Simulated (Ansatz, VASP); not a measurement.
**Two plane-wave programs on NiO**

Contents of INCAR:

```
SYSTEM = NiO
PREC = Accurate ; ENCUT = 520
EDIFF = 1E-6 ; ISMEAR = 0
SIGMA = 0.1 ; LREAL = .False.
LASPH = .True. ; NELM = 150
ALGO = Normal ; ISIF = 2
LWAVE = .False. ; LCHARG = .False.
ISPIN = 2 ; MAGMOM = 1.14 0.2
LORBIT = 11 ; LMAXMIX = 4
GGA = PS ; NBANDS = 19
```

File KPOINTS:

```
regular mesh
0
Gamma
  18 18 18
  0 0 0
```

Contents of POSCAR:

```
NiO
1.0
    0.0000000000      2.0580557365      2.0580557365
    2.0580557365      0.0000000000      2.0580557365
    2.0580557365      2.0580557365      0.0000000000
Ni O
1 1
Direct
    0.0000000000      0.0000000000      0.0000000000
    0.5000000000      0.5000000000      0.5000000000
```

Input for Ansatz:

```yaml
crystal:
  lattice:
    - [0.0, 2.0580557221, 2.0580557221]
    - [2.0580557221, 0.0, 2.0580557221]
    - [2.0580557221, 2.0580557221, 0.0]
  atoms:
    - { symbol: Ni, position: [0.0, 0.0, 0.0], spin: 1.14 }
    - { symbol: O, position: [0.5, 0.5, 0.5], spin: 0.2 }
basis:
  ecutwfc: 420
kpoints:
  mp_grid: { grid: [18, 18, 18] }
  band_path:
    path:
      - [[0.0, 0.0, 0.0], [0.5, 0.0, 0.5], [0.625, 0.25, 0.625]]
      - [[0.375, 0.375, 0.75], [0.0, 0.0, 0.0], [0.5, 0.5, 0.5], [0.5, 0.25, 0.75], [0.5, 0.0, 0.5]]
    npoints: 14
hamiltonian:
  xc: pbesol
scf:
  occupations: { method: gaussian, width: 0.1 }
  n_extra_bands: 6
output:
  forces: true
  stress: true
  eigenvalues: true
  populations: true
  dos: { projected: true, de: 0.02, nscf_kmesh: { grid: [27, 27, 27] } }
  bader: true
  write_density: true
  write_potential: true
  elf: true
  volumetric_format: npy
magnetization:
  spin_polarized: true
checkpoint:
  read: start.run
  write: ck
  compress: false
  write_wavefunctions: false
  write_every: 100000
```

Alike in both runs: task single point; functional PBEsol; k mesh 18 × 18 × 18; occupations gaussian, width 0.1 eV; collinear spin.

|  | VASP | Ansatz |
| --- | --- | --- |
| version | VASP 6.6.1 | Ansatz 0.2.0 |
| potentials or method | VASP PAW PBE potentials, release 64 (Ni, O), cutoff 520 eV | scalar-relativistic, plane waves, PAW |
| valence electrons in the cell | 16 | 24 |

VASP gave:

```
gap on the k mesh at the Fermi level (eV)                     : none
pressure (GPa)                                                : -0.3
net moment per atom (μB)                                      : 0.60
size of the moment on the site where the two differ most (μB) : 1.00
```

Problem. Which values does Ansatz return?

Solution. gap on the k mesh at the Fermi level (eV): none; pressure (GPa): 0.0; net moment per atom (μB): 0.63; size of the moment on the site where the two differ most (μB): 1.04.

VASP's potentials were made for PBE, not for PBEsol. Site moments also hang on the region over which each program counts them. A gap of «none» marks a metal or a gap that the smearing closes. VASP's potentials hold 16 valence electrons a cell and Ansatz's 24, so a difference there can come from the potentials and not from the codes. Ansatz's warnings: stability check not made.
